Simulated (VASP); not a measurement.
Runs of VASP 6.6.1 on Mn. The structure is that of space group P6_3/mmc (No. 194), or close to it. The cells are those of the table. This isn't the form of Mn at room conditions, which is a 58-atom cubic cell.

```tsv
cell	gap on the mesh (eV)	pressure (GPa)
a = 2.427, b = 2.427, c = 3.923 Å, angles 90.0, 90.0, 120.0°, 2 atoms	none	26.8
a = 2.462, b = 2.462, c = 3.979 Å, angles 90.0, 90.0, 120.0°, 2 atoms	none	11.9
a = 2.392, b = 2.392, c = 3.865 Å, angles 90.0, 90.0, 120.0°, 2 atoms	none	(a)
a = 2.496, b = 2.496, c = 4.033 Å, angles 90.0, 90.0, 120.0°, 2 atoms	none	0.0
```

Alike in all rows: task single point; level revPBE; potentials or basis VASP PAW PBE potentials, release 64 (Mn_pv); no spin polarisation; k mesh 16 × 16 × 9; cutoff (eV) 520; smearing fermi-dirac 0.1 eV.

**Question.** Estimate the missing entries.

**Answer.** (a) 45.3.

Caveats: the PAW data sets were made with another functional, which shifts forces and pressure a little; the run has no spin polarisation, though such a crystal can be magnetic; the cell stands under pressure (at least some runs).

A gap of «none» marks levels without a gap at the run's occupations.
